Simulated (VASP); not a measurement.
Runs of VASP 6.6.1 on Sc. The structure is that of space group Im-3m (No. 229), or close to it. The cells are those of the table. 

```tsv
cell	gap on the mesh (eV)	pressure (GPa)
a = 2.914 Å, angles 109.5°, 1 atom	none	(a)
a = 2.605 Å, angles 109.5°, 1 atom	none	62.2
a = 2.716 Å, angles 109.5°, 1 atom	none	39.8
a = 2.819 Å, angles 109.5°, 1 atom	none	24.4
a = 2.367 Å, angles 109.5°, 1 atom	none	(b)
a = 2.484 Å, angles 109.5°, 1 atom	none	95.5
```

Alike in all rows: task single point; level LDA; potentials or basis VASP PAW LDA potentials, release 64 (Sc_sv); no spin polarisation; k mesh 17 × 17 × 17; cutoff (eV) 520; smearing fermi-dirac 0.05 eV.

Task: Estimate the missing entries.

Result: (a) 13.6; (b) 138.8.

A gap of «none» marks levels without a gap at the run's occupations.
